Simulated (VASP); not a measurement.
A run of VASP 6.6.1:

INCAR

```
ALGO     = Normal         # electronic algorithm
EDIFF    = 1E-7           # SCF threshold, eV
EDIFFG   = -0.08          # ionic threshold
ENCUT    = 600            # plane-wave cutoff, eV
GGA      = PE             # functional
GGA_COMPAT= F            
IBRION   = 2              # ionic algorithm
ISIF     = 3              # what is computed and relaxed
ISMEAR   = 0              # smearing method
LASPH    = T              # aspherical terms in the spheres
LCHARG   = F              # write CHGCAR
LMAXMIX  = 6              # l up to which the mixer works
LREAL    = F              # projectors in reciprocal space
LWAVE    = F              # write WAVECAR
NELM     = 200            # most SCF steps
NELMIN   = 4            
NSW      = 36             # ionic steps
PREC     = Accurate       # precision mode
SIGMA    = 0.15           # smearing width, eV
```

File KPOINTS:

```
k-points
0
Gamma
  3 3 2
```

The input POSCAR:

```
HoAuF4
1.0
    3.8571966600      0.0000000000      0.0000000000
    0.0000000000      3.8571966600      0.0000000000
    0.0000000000      0.0000000000      5.5427935800
Ho Au F
1 1 4
Direct
    0.5000000000      0.5000000000      0.5000000000
    0.0000000000      0.0000000000      0.0000000000
    0.5000000000      0.0000000000      0.7631459800
    0.0000000000      0.5000000000      0.2368540200
    0.5000000000      0.0000000000      0.2368540200
    0.0000000000      0.5000000000      0.7631459800
```

Potentials or basis: VASP PAW PBE potentials, release 64 (Ho_3, Au, F), 4f in core.

Run with:

```sh
$ cat potpaw_PBE.64/Ho_3/POTCAR potpaw_PBE.64/Au/POTCAR potpaw_PBE.64/F/POTCAR > POTCAR
$ mpirun -np 1 vasp_std > vasp.out
```

Hardware: 1 thread of Intel(R) Xeon(R) Platinum 8559C (Emerald Rapids) (shared host).

Q: Estimate the wall time of this run.

A: Run time: 2.4 min on 1 thread of Intel(R) Xeon(R) Platinum 8559C (Emerald Rapids), with other jobs on the host, peak memory 0.23 GiB. Counts: scf iterations 125, k points 6, ion steps 12.
